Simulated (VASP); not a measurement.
# TaN (P-6m2) in VASP: settings compared

The runs below take TaN through relaxation of cell and atoms, single point, with BLYP, PBE0.

Everything below comes from runs of VASP 6.6.1. Logs are shortened: lines on timing, memory, paths and dates and some standing lists are left out, and cuts for length are marked.

**1. The cell of the first run**

It takes space group P-6m2 (No. 187, hexagonal). Conventional cell: a = 2.938 Å, b = 2.938 Å, c = 2.883 Å, α = 90.00°, β = 90.00°, γ = 120.00°. Ta (site symmetry -6m2) has 6 N at 2.23 Å and 8 Ta at 2.88 to 2.94 Å within 3.0 Å. Within 3.0 Å of N (site symmetry -6m2) lie 6 Ta at 2.23 Å and 8 N at 2.88 to 2.94 Å.

**2. Relaxation of cell and atoms, BLYP, non-collinear spin, zero start, spin-orbit coupling**

File INCAR:

```
SYSTEM = TaN
AGGAC = 1.0
AGGAX = 1.0
ALDAC = 0.0
ALDAX = 1.0
ALGO = Normal
EDIFF = 1E-7
EDIFFG = -0.005
ENCUT = 600
GGA = B5
GGA_COMPAT = .False.
IBRION = 2
ISIF = 3
ISMEAR = 1
LASPH = .True.
LCHARG = .False.
LMAXMIX = 4
LNONCOLLINEAR = .True.
LORBIT = 11
LORBMOM = .True.
LREAL = .False.
LSORBIT = .True.
LWAVE = .False.
MAGMOM = 0 0 0 0 0 0
NELM = 150
NSW = 80
PREC = Accurate
SIGMA = 0.001
```

File KPOINTS:

```
k-points
0
Gamma
  8 8 7
  0 0 0
```

File POSCAR:

```
TaN
1.0
    2.9380000000      0.0000000000      0.0000000000
   -1.4690000000      2.5443826363      0.0000000000
    0.0000000000      0.0000000000      2.8830000000
Ta N
1 1
Direct
    0.0000000000      0.0000000000      0.5000000000
    0.6666666667      0.3333333333      0.0000000000
```

Potentials or basis: VASP PAW PBE potentials, release 64 (Ta_pv, N).

Launch:

```sh
$ cat potpaw_PBE.64/Ta_pv/POTCAR potpaw_PBE.64/N/POTCAR > POTCAR
$ mpirun -np 1 vasp_ncl > vasp.out
```

OUTCAR:

```text
SYSTEM = TaN
   EDIFF = 1E-7
   EDIFFG = -0.005
   ENCUT = 600
   GGA = B5
   IBRION = 2
   ISIF = 3
   ISMEAR = 1
   LASPH = .True.
   LNONCOLLINEAR = .True.
   LORBIT = 11
   LREAL = .False.
   LSORBIT = .True.
   NELM = 150
   NSW = 80
   PREC = Accurate

 ion  position               nearest neighbor table
   1  0.000  0.000  0.500-   2 2.23   2 2.23   2 2.23   2 2.23   2 2.23   2 2.23
   2  0.667  0.333  0.000-   1 2.23   1 2.23   1 2.23   1 2.23   1 2.23   1 2.23

  LATTYP: Found a hexagonal cell.
 ALAT       =     2.9380000000
 C/A-ratio  =     0.9812797822

  Lattice vectors:

 A1 = (   2.9380000000,   0.0000000000,   0.0000000000)
 A2 = (  -1.4690000000,   2.5443826363,   0.0000000000)
 A3 = (   0.0000000000,   0.0000000000,   2.8830000000)

Analysis of symmetry for initial positions (statically):
=====================================================================
 Subroutine PRICEL returns:
 Original cell was already a primitive cell.

 Routine SETGRP: Setting up the symmetry group for a
 hexagonal supercell.

 Subroutine GETGRP returns: Found 12 space group operations
 (whereof 12 operations were pure point group operations)
 out of a pool of 24 trial point group operations.

The static configuration has the point symmetry D_3h.

Analysis of symmetry for dynamics (positions and initial velocities):
=====================================================================
 Subroutine PRICEL returns:
 Original cell was already a primitive cell.

 Routine SETGRP: Setting up the symmetry group for a
 hexagonal supercell.

 Subroutine GETGRP returns: Found 12 space group operations
 (whereof 12 operations were pure point group operations)
 out of a pool of 24 trial point group operations.

The dynamic configuration has the point symmetry D_3h.

Analysis of structural, dynamic, and magnetic symmetry:
=====================================================================
 Subroutine PRICEL returns:
 Original cell was already a primitive cell.

 Routine SETGRP: Setting up the symmetry group for a
 hexagonal supercell.

 Subroutine GETGRP returns: Found 12 space group operations
 (whereof 12 operations were pure point group operations)
 out of a pool of 24 trial point group operations.

The overall configuration has the point symmetry D_3h.

 Subroutine INISYM returns: Found 12 space group operations
 (whereof 12 operations are pure point group operations),
 and found     1 'primitive' translations

----------------------------------------------------------------------------------------

                                     Primitive cell

  volume of cell :      21.5516

  direct lattice vectors                    reciprocal lattice vectors
     2.938000000  0.000000000  0.000000000     0.340367597  0.196511324  0.000000000
    -1.469000000  2.544382636  0.000000000     0.000000000  0.393022648  0.000000000
     0.000000000  0.000000000  2.883000000     0.000000000  0.000000000  0.346860909

  length of vectors
     2.938000000  2.938000000  2.883000000     0.393022648  0.393022648  0.346860909

  position of ions in fractional coordinates (direct lattice)
     0.000000000  0.000000000  0.500000000
     0.666666667  0.333333333  0.000000000

  ion indices of the primitive-cell ions
   primitive index   ion index
                 1           1
                 2           2

----------------------------------------------------------------------------------------

 KPOINTS: k-points

Automatic generation of k-mesh.
 Grid dimensions read from file:
 generate k-points for:    8    8    7

 Generating k-lattice:

  Cartesian coordinates                     Fractional coordinates (reciprocal lattice)
     0.042545950  0.024563915  0.000000000     0.125000000  0.000000000  0.000000000
     0.000000000  0.049127831  0.000000000     0.000000000  0.125000000  0.000000000
     0.000000000  0.000000000  0.049551558     0.000000000  0.000000000  0.142857143

  Length of vectors
     0.049127831  0.049127831  0.049551558

  Shift w.r.t. Gamma in fractional coordinates (k-lattice)
     0.000000000  0.000000000  0.000000000

 Subroutine IBZKPT returns following result:
 ===========================================

 Found     60 irreducible k-points:

 Following reciprocal coordinates:
            Coordinates               Weight
  0.000000  0.000000  0.000000      1.000000
  0.125000  0.000000  0.000000      3.000000
 -0.125000  0.000000  0.000000      3.000000
  0.250000  0.000000  0.000000      3.000000
 -0.250000  0.000000  0.000000      3.000000
  0.375000 -0.000000  0.000000      3.000000
[... 16 lines left out ...]
  0.500000  0.000000  0.142857      6.000000
  0.125000  0.125000  0.142857     12.000000
[... 48 lines left out ...]
   LEPSILON=     F    determine dielectric tensor
   LRPA    =     F    only Hartree local field effects (RPA)
 conjugate gradient relaxation of ions
 Methfessel and Paxton  Order N= 1 SIGMA  =   0.00
  energy-cutoff  :      600.00
  volume of cell :       21.55
 maximum number of plane-waves:      1456
   NGX = 11   NGY = 11   NGZ = 11

--------------------------------------- Ionic step        1  -------------------------------------------

 number of electron      16.0000000 magnetization       0.0000000      0.0000000      0.0000000

 number of electron      16.0000001 magnetization      -0.0000000     -0.0000000     -0.0000000

 number of electron      16.0000001 magnetization       0.0000000     -0.0000000     -0.0000000

 number of electron      16.0000001 magnetization       0.0000000      0.0000000     -0.0000000

 Free energy of the ion-electron system (eV)
  ---------------------------------------------------
  ext. energy  EPLUGINS =         0.00000000
  ---------------------------------------------------
  free energy    TOTEN  =       -21.10031184 eV

  energy without entropy =      -21.10031197  energy(sigma->0) =      -21.10031189

------------------------ aborting loop because EDIFF is reached ----------------------------------------

  FORCE on cell =-STRESS in cart. coord.  units (eV):
  Direction    XX          YY          ZZ          XY          YZ          ZX
  --------------------------------------------------------------------------------------
  -------------------------------------------------------------------------------------
  Total        2.3606675      2.3606675      2.6733665      0.0000000      0.0000000     -0.0000000
  in kB      175.4957289    175.4957289    198.7422627      0.0000000      0.0000000     -0.0000000
  external PRESSURE =     183.2445735 kB  Pullay stress =       0.0000000 kB
[... 97 lines left out ...]
  FREE ENERGIE OF THE ION-ELECTRON SYSTEM (eV)
  ---------------------------------------------------
  free  energy   TOTEN  =       -21.1639002237 eV

  energy  without entropy=      -21.1639002237  energy(sigma->0) =      -21.16390022

[... ionic steps 4 to 7 ...]

--------------------------------------- Ionic step        8  -------------------------------------------

 number of electron      16.0000000 magnetization      -0.0000000      0.0000000      0.0000000

 number of electron      16.0000000 magnetization       0.0000000      0.0000000      0.0000000
[... 75 lines left out ...]
 number of electron      16.0000000 magnetization       0.0000000     -0.0000000     -0.0000000

 number of electron      16.0000000 magnetization      -0.0000000      0.0000000      0.0000000

 Free energy of the ion-electron system (eV)
  ---------------------------------------------------
  ext. energy  EPLUGINS =         0.00000000
  ---------------------------------------------------
  free energy    TOTEN  =       -21.16414855 eV

  energy without entropy =      -21.16414733  energy(sigma->0) =      -21.16414814

 E-fermi :   8.2933     XC(G=0): -12.3726

 val. band max:        8.2910427288   @ k =   0.0000   0.0000   0.2857
 cond. band min:       8.2933012228   @ k =   0.0000   0.0000   0.2857
 fundamental gap:      0.0022584940
 Fermi energy:         8.2932993464

 k-point     1 :       0.0000    0.0000    0.0000
  band No.  band energies     occupation
      1     -31.9350      1.00000
      2     -31.9350      1.00000
      3     -24.1453      1.00000
      4     -24.1453      1.00000
      5     -23.9676      1.00000
      6     -23.9676      1.00000
[... 637 lines left out ...]
     23      12.8030      0.00000
     24      13.0926      0.00000

 [... further k-points ...]
[... 5 lines left out ...]
  --------------------------------------------------------------------------------------
  -------------------------------------------------------------------------------------
  Total       -0.0003386     -0.0003386      0.0004930      0.0000000      0.0000000      0.0000000
  in kB       -0.0238742     -0.0238742      0.0347565      0.0000000      0.0000000      0.0000000
  external PRESSURE =      -0.0043306 kB  Pullay stress =       0.0000000 kB
[... 17 lines left out ...]
  FREE ENERGIE OF THE ION-ELECTRON SYSTEM (eV)
  ---------------------------------------------------
  free  energy   TOTEN  =       -21.1641485500 eV

  energy  without entropy=      -21.1641473262  energy(sigma->0) =      -21.16414814

 reached required accuracy - stopping structural energy minimisation

 orbital moment (x)

 # of ion     p       d       tot
 ----------------------------------------
  1        -0.000   0.000   0.000
  2        -0.000   0.000  -0.000
 ----------------------------------------
           -0.000   0.000   0.000

 orbital moment (y)

 # of ion     p       d       tot
 ----------------------------------------
  1        -0.000   0.000   0.000
  2        -0.000   0.000  -0.000
 ----------------------------------------
           -0.000   0.000   0.000

 orbital moment (z)

 # of ion     p       d       tot
 ----------------------------------------
  1         0.000   0.000   0.000
  2         0.000   0.000   0.000
 ----------------------------------------
            0.000   0.000   0.000

 Spin-Orbit-Coupling matrix elements

 Ion:    1  E_soc:     -1.3322182
 l=   1
     0.0000000    -0.2031964    -0.2061141
    -0.2031964     0.0000000    -0.2031964
    -0.2061141    -0.2031964     0.0000000
 l=   2
     0.0000000    -0.0032504     0.0000000    -0.0032504    -0.0196291
    -0.0032504     0.0000000    -0.0095877    -0.0017959    -0.0032504
     0.0000000    -0.0095877     0.0000000    -0.0095877     0.0000000
    -0.0032504    -0.0017959    -0.0095877     0.0000000    -0.0032504
    -0.0196291    -0.0032504     0.0000000    -0.0032504     0.0000000
 l=   3
     0.0000000     0.0000000     0.0000000     0.0000000     0.0000000     0.0000000     0.0000000
     0.0000000     0.0000000     0.0000000     0.0000000     0.0000000     0.0000000     0.0000000
     0.0000000     0.0000000     0.0000000     0.0000000     0.0000000     0.0000000     0.0000000
     0.0000000     0.0000000     0.0000000     0.0000000     0.0000000     0.0000000     0.0000000
     0.0000000     0.0000000     0.0000000     0.0000000     0.0000000     0.0000000     0.0000000
     0.0000000     0.0000000     0.0000000     0.0000000     0.0000000     0.0000000     0.0000000
     0.0000000     0.0000000     0.0000000     0.0000000     0.0000000     0.0000000     0.0000000

 Ion:    2  E_soc:     -0.0004899
 l=   1
     0.0000000    -0.0000829    -0.0000792
    -0.0000829     0.0000000    -0.0000829
    -0.0000792    -0.0000829     0.0000000
 l=   2
     0.0000000     0.0000000     0.0000000     0.0000000     0.0000000
     0.0000000     0.0000000     0.0000000     0.0000000     0.0000000
     0.0000000     0.0000000     0.0000000     0.0000000     0.0000000
     0.0000000     0.0000000     0.0000000     0.0000000     0.0000000
     0.0000000     0.0000000     0.0000000     0.0000000     0.0000000
 l=   3
     0.0000000     0.0000000     0.0000000     0.0000000     0.0000000     0.0000000     0.0000000
     0.0000000     0.0000000     0.0000000     0.0000000     0.0000000     0.0000000     0.0000000
     0.0000000     0.0000000     0.0000000     0.0000000     0.0000000     0.0000000     0.0000000
     0.0000000     0.0000000     0.0000000     0.0000000     0.0000000     0.0000000     0.0000000
     0.0000000     0.0000000     0.0000000     0.0000000     0.0000000     0.0000000     0.0000000
     0.0000000     0.0000000     0.0000000     0.0000000     0.0000000     0.0000000     0.0000000
     0.0000000     0.0000000     0.0000000     0.0000000     0.0000000     0.0000000     0.0000000

 total charge

# of ion       s       p       d       tot
------------------------------------------
    1        0.283   6.228   2.385   8.896
    2        1.227   2.497   0.000   3.725
--------------------------------------------------
tot          1.510   8.725   2.385  12.621

 magnetization (x)

# of ion       s       p       d       tot
------------------------------------------
    1        0.000  -0.000  -0.000  -0.000
    2        0.000  -0.000   0.000  -0.000
--------------------------------------------------
tot          0.000  -0.000  -0.000  -0.000

 magnetization (y)

# of ion       s       p       d       tot
------------------------------------------
    1        0.000  -0.000   0.000  -0.000
    2        0.000  -0.000   0.000  -0.000
--------------------------------------------------
tot          0.000  -0.000   0.000  -0.000

 magnetization (z)

# of ion       s       p       d       tot
------------------------------------------
    1        0.000   0.000   0.000   0.000
    2        0.000   0.000   0.000   0.000
--------------------------------------------------
tot          0.000   0.000   0.000   0.000
```

Run time: 3.7 min. Hardware: 1 thread of Intel Xeon 6975P-C (Granite Rapids), shared host; peak memory 0.24 GiB.

What came out:

| Item | Value |
| --- | --- |
| Free energy | -21.1641 eV |
| Relaxed volume | 11.36 Å³/atom |
| Relaxed cell | a = 2.991 Å, b = 2.991 Å, c = 2.934 Å, α = 90.00°, β = 90.00°, γ = 120.00° |
| Space group after relaxing (to 0.1 Å) | P-6m2 (No. 187) |
| Energy gained by relaxing | 31.9 meV/atom |
| Ionic steps | 10 |
| Pressure after relaxing | 0.0 GPa |
| Net moment | 0.00 μB per cell |
| Valence electrons inside the program's atomic spheres | Ta 8.90; N 3.73 |

The path:
```
step  energy change (eV)  largest force (eV/Å)  pressure (GPa)  volume (Å³)
   1              0.0000                0.0000           18.32        21.55
   2              0.2261                0.0000          -28.38        25.63
   3             -0.0636                0.0000           -0.68        22.77
   4             -0.0637                0.0000           -0.02        22.72
   5             -0.0637                0.0000            0.30        22.70
   6             -0.0638                0.0000            0.26        22.71
   7             -0.0638                0.0000            0.27        22.70
   8             -0.0638                0.0000            0.26        22.70
   9             -0.0638                0.0000           -0.42        22.76
  10             -0.0638                0.0000            0.00        22.72
```

Final structure:
```xyz
2
Lattice="2.9907 0.0000 0.0000 -1.4954 2.5901 0.0000 0.0000 0.0000 2.9335" Properties=species:S:1:pos:R:3 pbc="T T T"
Ta    0.0000    0.0000    1.4668
N     1.4954    0.8634    0.0000
```

Moments on the atoms (μB; x, y, z):
```
Ta  0.00 0.00 0.00
N   0.00 0.00 0.00
```

Caveat: the PAW data sets were made with another functional, which shifts forces and pressure a little. BLYP gives volumes clearly too large for solids.

**3. Single point, PBE0**

This run uses another cell than the first one, of 11.42 Å³/atom.

File POSCAR:

```
TaN
1.0
    2.9956224723      0.0000000000      0.0000000000
   -1.4978112361      2.5942851611      0.0000000000
    0.0000000000      0.0000000000      2.9395437670
Ta N
1 1
Direct
    0.0000000000      0.0000000000      0.5000000000
    0.6666666667      0.3333333333      0.0000000000
```

File INCAR.step1:

```
ALGO = Normal
EDIFF = 1E-5
ENCUT = 520
GGA = PE
ISIF = 2
ISMEAR = -1
LASPH = T
LCHARG = F
LREAL = F
LWAVE = T
NBANDS = 15
NELM = 80
PREC = Accurate
SIGMA = 0.05
```

File INCAR.step2:

```
AEXX = 0.25
ALGO = Normal
EDIFF = 1E-6
ENCUT = 520
GGA = PE
ISIF = 2
ISMEAR = -1
ISTART = 1
LASPH = T
LCHARG = F
LHFCALC = T
LREAL = F
LWAVE = F
NBANDS = 15
NELM = 80
PREC = Accurate
PRECFOCK = Normal
SIGMA = 0.05
```

File KPOINTS:

```
k-points
0
Gamma
  6 6 6
```

Potentials or basis: VASP PAW PBE potentials, release 64 (Ta_pv, N).

Launch:

```sh
$ cat potpaw_PBE.64/Ta_pv/POTCAR potpaw_PBE.64/N/POTCAR > POTCAR
$ cp INCAR.step1 INCAR
$ mpirun -np 1 vasp_std > vasp.out
$ cp INCAR.step2 INCAR
$ mpirun -np 1 vasp_std > vasp.out
```

Wall time 39 min (1 thread of Intel Xeon Platinum 8175M at 2.50GHz (Skylake/Cascade Lake), shared host); peak memory 0.17 GiB.

It converged, with:

```yaml
Free_energy: -28.0254 eV
Pressure: -22.5 GPa
Band_gap_on_the_k_mesh: zero (bands 8 and 9 overlap by 0.81 eV)
```

Stress tensor (GPa, compression positive):
```
-21.83   0.00   0.00
  0.00 -21.83   0.00
  0.00   0.00 -23.82
```

Levels at points of the mesh, in eV from the Fermi level:
```tsv
k point	band 4	band 5	band 6	band 7	band 8	band 9	band 10	band 11	band 12	band 13
(0.00, 0.00, 0.00)	-20.57	-6.07	-6.07	-5.60	-4.47	2.11	3.78	3.78	4.25	4.25
(0.50, 0.00, 0.00)	-18.31	-10.17	-6.70	-4.78	-4.74	3.26	4.16	5.39	5.55	7.36
(0.00, 0.00, 0.50)	-18.01	-11.32	-5.18	-5.18	-0.75	-0.75	2.30	3.63	3.63	8.28
(0.50, 0.00, 0.50)	-18.51	-9.07	-7.93	-7.23	-1.88	4.30	5.41	6.02	7.45	10.20
```

Caveat: the k points lie up to 0.40 Å⁻¹ apart, too coarse for converged energies and pressures of a metal; the PAW data sets were made with another functional, which shifts forces and pressure a little; spin-orbit coupling is left out, which moves the levels of the heavy elements.
